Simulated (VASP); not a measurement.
# LiH (rock salt type) (Fm-3m) in VASP: a series of runs, part 2 of 2

VASP 6.6.1.

### 4 Single point, r2SCAN

POSCAR reads:

```
LiH
1.0
    0.0000000000      2.0100000000      2.0100000000
    2.0100000000      0.0000000000      2.0100000000
    2.0100000000      2.0100000000      0.0000000000
Li H
1 1
Direct
    0.0000000000      0.0000000000      0.0000000000
    0.5000000000      0.5000000000      0.5000000000
```

INCAR.step1 reads:

```
SYSTEM = LiH
PREC = Accurate ; ENCUT = 520
ISMEAR = -1 ; SIGMA = 0.02
LREAL = .FALSE. ; LASPH = .TRUE.
NELM = 80 ; NBANDS = 9
GGA = PE ; ALGO = Normal
EDIFF = 1E-4 ; LWAVE = .TRUE.
LCHARG = .FALSE.
```

INCAR.step2 reads:

```
SYSTEM = LiH
PREC = Accurate ; ENCUT = 520
EDIFF = 1E-6 ; ISMEAR = -1
SIGMA = 0.02 ; LREAL = .FALSE.
LASPH = .TRUE. ; NELM = 80
ALGO = Normal ; ISIF = 2
LWAVE = .FALSE. ; LCHARG = .FALSE.
METAGGA = R2SCAN ; LMIXTAU = .TRUE.
NBANDS = 9 ; ISTART = 1
```

KPOINTS reads:

```
Automatic mesh
0
G
  6 6 6
  0 0 0
```

Potentials or basis: VASP PAW PBE potentials, release 64 (Li_sv, H).

The run is started by

```bash
$ cat potpaw_PBE.64/Li_sv/POTCAR potpaw_PBE.64/H/POTCAR > POTCAR
$ cp INCAR.step1 INCAR
$ mpirun -np 1 vasp_std > vasp.out
$ cp INCAR.step2 INCAR
$ mpirun -np 1 vasp_std > vasp.out
```

OUTCAR:

```text
SYSTEM = LiH
   PREC = Accurate
   ENCUT = 520
   EDIFF = 1E-6
   ISMEAR = -1
   LREAL = .FALSE.
   LASPH = .TRUE.
   NELM = 80
   ISIF = 2
   METAGGA = R2SCAN
   ISTART = 1

 ion  position               nearest neighbor table
   1  0.000  0.000  0.000-
   2  0.500  0.500  0.500-

  LATTYP: Found a face centered cubic cell.
 ALAT       =     4.0200000000

  Lattice vectors:

 A1 = (   0.0000000000,   2.0100000000,   2.0100000000)
 A2 = (   2.0100000000,   0.0000000000,   2.0100000000)
 A3 = (   2.0100000000,   2.0100000000,   0.0000000000)

Analysis of symmetry for initial positions (statically):
=====================================================================
 Subroutine PRICEL returns:
 Original cell was already a primitive cell.

 Routine SETGRP: Setting up the symmetry group for a
 face centered cubic supercell.

 Subroutine GETGRP returns: Found 48 space group operations
 (whereof 48 operations were pure point group operations)
 out of a pool of 48 trial point group operations.

The static configuration has the point symmetry O_h .

Analysis of symmetry for dynamics (positions and initial velocities):
=====================================================================
 Subroutine PRICEL returns:
 Original cell was already a primitive cell.

 Routine SETGRP: Setting up the symmetry group for a
 face centered cubic supercell.

 Subroutine GETGRP returns: Found 48 space group operations
 (whereof 48 operations were pure point group operations)
 out of a pool of 48 trial point group operations.

The dynamic configuration has the point symmetry O_h .

 Subroutine INISYM returns: Found 48 space group operations
 (whereof 48 operations are pure point group operations),
 and found     1 'primitive' translations

----------------------------------------------------------------------------------------

                                     Primitive cell

  volume of cell :      16.2412

  direct lattice vectors                    reciprocal lattice vectors
     0.000000000  2.010000000  2.010000000    -0.248756219  0.248756219  0.248756219
     2.010000000  0.000000000  2.010000000     0.248756219 -0.248756219  0.248756219
     2.010000000  2.010000000  0.000000000     0.248756219  0.248756219 -0.248756219

  length of vectors
     2.842569260  2.842569260  2.842569260     0.430858410  0.430858410  0.430858410

  position of ions in fractional coordinates (direct lattice)
     0.000000000  0.000000000  0.000000000
     0.500000000  0.500000000  0.500000000

  ion indices of the primitive-cell ions
   primitive index   ion index
                 1           1
                 2           2

----------------------------------------------------------------------------------------

 KPOINTS: Automatic mesh

Automatic generation of k-mesh.
 Grid dimensions read from file:
 generate k-points for:    6    6    6

 Generating k-lattice:

  Cartesian coordinates                     Fractional coordinates (reciprocal lattice)
    -0.041459370  0.041459370  0.041459370     0.166666667  0.000000000  0.000000000
     0.041459370 -0.041459370  0.041459370     0.000000000  0.166666667  0.000000000
     0.041459370  0.041459370 -0.041459370     0.000000000  0.000000000  0.166666667

  Length of vectors
     0.071809735  0.071809735  0.071809735

  Shift w.r.t. Gamma in fractional coordinates (k-lattice)
     0.000000000  0.000000000  0.000000000

 Subroutine IBZKPT returns following result:
 ===========================================

 Found     16 irreducible k-points:

 Following reciprocal coordinates:
            Coordinates               Weight
  0.000000  0.000000  0.000000      1.000000
  0.166667  0.000000  0.000000      8.000000
  0.333333  0.000000  0.000000      8.000000
  0.500000  0.000000  0.000000      4.000000
  0.166667  0.166667  0.000000      6.000000
  0.333333  0.166667  0.000000     24.000000
[... 8 lines left out ...]
 -0.333333  0.333333  0.166667     24.000000
 -0.333333  0.500000  0.166667     12.000000
   k-points           NKPTS =     16   k-points in BZ     NKDIM =     16   number of bands    NBANDS=      9
   number of dos      NEDOS =    301   number of ions     NIONS =      2
   total plane-waves  NPLWV =  13824
   dimension x,y,z NGX =    24 NGY =   24 NGZ =   24
   dimension x,y,z NGXF=    48 NGYF=   48 NGZF=   48
   ions per type =               1   1
   NGX,Y,Z   is equivalent  to a cutoff of  14.04, 14.04, 14.04 a.u.
   NGXF,Y,Z  is equivalent  to a cutoff of  28.07, 28.07, 28.07 a.u.
 SYSTEM =  LiH
   PREC   = accura    normal or accurate (medium, high low for compatibility)
   ISTART =      1    job   : 0-new  1-cont  2-samecut
   ICHARG =      0    charge: 1-file 2-atom 10-const
   ISPIN  =      1    spin polarized calculation?
   LNONCOLLINEAR =      F non collinear calculations
   LSORBIT =      F    spin-orbit coupling
   LASPH  =      T    aspherical Exc in radial PAW
   ENCUT  =  520.0 eV  38.22 Ry    6.18 a.u.   5.29  5.29  5.29*2*pi/ulx,y,z
   NELM   =     80;   NELMIN=  2; NELMDL=  0     # of ELM steps
   EDIFF  = 0.1E-05   stopping-criterion for ELM
   LREAL  =      F    real-space projection
   EDIFFG = 0.1E-04   stopping-criterion for IOM
   NSW    =      0    number of steps for IOM
   IBRION =     -1    ionic relax: 0-MD 1-quasi-New 2-CG
   NFREE  =      0    steps in history (QN), initial steepest desc. (CG)
   ISIF   =      2    stress and relaxation
   ISYM   =      2    0-nonsym 1-usesym 2-fastsym
   POTIM  = 0.5000    time-step for ionic-motion
   TEBEG  =    0.0;   TEEND  =   0.0 temperature during run
   PSTRESS=    0.0 pullay stress
   NELECT =       4.0000    total number of electrons
   NUPDOWN=      -1.0000    fix difference up-down
   EMIN   =  10.00;   EMAX   =-10.00  energy-range for DOS
   EFERMI =   0.00;   METHOD = LEGACY
   ISMEAR =    -1;   SIGMA  =   0.02  broadening in eV -4-tet -1-fermi 0-gaus
   EFERMI_NEDOS =   21; number of points for ismear=-14 and -15
   IALGO  =     38    algorithm
   IMIX   =      4    mixing-type and parameters
     AMIX     =   0.40;   BMIX     =  1.00
     AMIX_MAG =   1.60;   BMIX_MAG =  1.00
  volume/ion in A,a.u.               =       8.12        54.80
  Fermi-wavevector in a.u.,A,eV,Ry     =   1.026177  1.939193 14.327457  1.053038
  Thomas-Fermi vector in A             =   2.160056
   LORBIT       =      0    0 simple, 1 ext, 2 COOP (PROOUT), +10 PAW based schemes
   METAGGA = R2SCAN    functional components
   LHFCALC =     F    Hartree Fock is set to
   AEXX    =    0.0000 exact exchange contribution
   IVDW    =     0    specifies the selected vdW correction
   LEPSILON=     F    determine dielectric tensor
   LRPA    =     F    only Hartree local field effects (RPA)
 non-spin polarized calculation
  energy-cutoff  :      520.00
  volume of cell :       16.24
 maximum number of plane-waves:       447
 NGX is ok and might be reduce to    24
   NGX = 11   NGY = 11   NGZ = 11

 number of electron       3.9999995 magnetization

 Free energy of the ion-electron system (eV)
  ---------------------------------------------------
  ext. energy  EPLUGINS =         0.00000000
  ---------------------------------------------------
  free energy    TOTEN  =        -6.81655570 eV

  energy without entropy =       -6.81655570  energy(sigma->0) =       -6.81655570

 E-fermi :   0.4177     XC(G=0):  -8.7942

 val. band max:       -0.2249645560   @ k =   0.5000   0.5000   0.0000
 cond. band min:       3.3613754831   @ k =   0.5000   0.5000   0.0000
 fundamental gap:      3.5863400391
 Fermi energy:         0.4177090452

 k-point     1 :       0.0000    0.0000    0.0000
  band No.  band energies     occupation
      1     -45.9669      2.00000
      2      -5.6392      2.00000
      3      17.2981      0.00000
      4      19.0787      0.00000
      5      19.0787      0.00000
      6      19.0792      0.00000
      7      23.4901      0.00000
      8      23.4901      0.00000
      9      23.4903      0.00000
[... 169 lines left out ...]
 k-point    16 :      -0.3333    0.5000    0.1667
  band No.  band energies     occupation
      1     -45.9104      2.00000
      2      -0.4065      2.00000
      3       4.4170      0.00000
      4       7.5423      0.00000
      5      12.3326      0.00000
      6      18.9847      0.00000
      7      20.8153      0.00000
      8      30.2889      0.00000
      9      30.4668      0.00000

------------------------ aborting loop because EDIFF is reached ----------------------------------------

  FORCE on cell =-STRESS in cart. coord.  units (eV):
  Direction    XX          YY          ZZ          XY          YZ          ZX
  --------------------------------------------------------------------------------------
  -------------------------------------------------------------------------------------
  Total       -0.0837226     -0.0837226     -0.0837226      0.0000000     -0.0000000     -0.0000000
  in kB       -8.2591473     -8.2591473     -8.2591473      0.0000000     -0.0000000     -0.0000000
  external PRESSURE =      -8.2591473 kB  Pullay stress =       0.0000000 kB

 VOLUME and BASIS-vectors are now :
 -----------------------------------------------------------------------------
  energy-cutoff  :      520.00
  volume of cell :       16.24
      direct lattice vectors                 reciprocal lattice vectors
     0.000000000  2.010000000  2.010000000    -0.248756219  0.248756219  0.248756219
     2.010000000  0.000000000  2.010000000     0.248756219 -0.248756219  0.248756219
     2.010000000  2.010000000  0.000000000     0.248756219  0.248756219 -0.248756219

 POSITION                                       TOTAL-FORCE (eV/Angst)
 -----------------------------------------------------------------------------------
      0.00000      0.00000      0.00000        -0.000000      0.000000     -0.000000
      2.01000      2.01000      2.01000         0.000000     -0.000000      0.000000
 -----------------------------------------------------------------------------------
    total drift:                                0.000000     -0.000000     -0.000000

  FREE ENERGIE OF THE ION-ELECTRON SYSTEM (eV)
  ---------------------------------------------------
  free  energy   TOTEN  =        -6.8165557001 eV

  energy  without entropy=       -6.8165557001  energy(sigma->0) =       -6.81655570
```

Run time: 13 s. Hardware: 1 thread of Intel Xeon Platinum 8375C at 2.90GHz (Ice Lake), shared host; peak memory 0.13 GiB.

What came out:

```yaml
Free_energy: -6.8166 eV
Band_gap_on_the_k_mesh: 3.59 eV
```

Caveat: the k points lie up to 0.45 Å⁻¹ apart; the cutoff is under 1.25 times the usual one of these potentials, so pressure, stress and relaxed cells hold a basis-set (Pulay) error; the PAW data sets were made with another functional, which shifts forces and pressure a little.
